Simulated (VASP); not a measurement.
Input of a VASP 6.6.1 run:

POSCAR

```
TiAl3
1.0
    3.8240007107      0.0000000000      0.0000000000
    0.0000000000      3.8240007107      0.0000000000
    0.0000000000      0.0000000000      8.3925534739
Ti Al
2 6
Direct
    0.0000000000      0.0000000000      0.0000000000
    0.5000000000      0.5000000000      0.5000000000
    0.5000000000      0.5000000000      0.0000000000
    0.0000000000      0.5000000000      0.2500000000
    0.5000000000      0.0000000000      0.2500000000
    0.0000000000      0.0000000000      0.5000000000
    0.5000000000      0.0000000000      0.7500000000
    0.0000000000      0.5000000000      0.7500000000
```

INCAR.step1

```
PREC = Accurate
ENCUT = 520
ISMEAR = 0
SIGMA = 0.1
LREAL = False
LASPH = True
NELM = 80
NBANDS = 31
GGA = PE
ALGO = Normal
EDIFF = 1E-4
LWAVE = True
LCHARG = False
```

The input INCAR.step2:

```
PREC = Accurate
ENCUT = 520
EDIFF = 1E-6
ISMEAR = 0
SIGMA = 0.1
LREAL = False
LASPH = True
NELM = 80
ALGO = Normal
ISIF = 2
LWAVE = False
LCHARG = False
METAGGA = R2SCAN
LMIXTAU = True
NBANDS = 31
ISTART = 1
```

The input KPOINTS:

```
regular mesh
0
Gamma
  10 10 4
```

Potentials or basis: VASP PAW PBE potentials, release 64 (Ti_sv, Al).

Run with:

```console
$ cat potpaw_PBE.64/Ti_sv/POTCAR potpaw_PBE.64/Al/POTCAR > POTCAR
$ cp INCAR.step1 INCAR
$ mpirun -np 1 vasp_std > vasp.out
$ cp INCAR.step2 INCAR
$ mpirun -np 1 vasp_std > vasp.out
```

(1) What does it give for the pressure?

(2) Predict the band gap on the k mesh.

Answers

(1) 2.3 GPa.

(2) zero (bands 21 and 22 overlap by 2.27 eV).

Caveat: the cell differs from its parent crystal (strain along c alone, the other axes held: -2.0 %); the PAW data sets were made with another functional, which shifts forces and pressure a little.
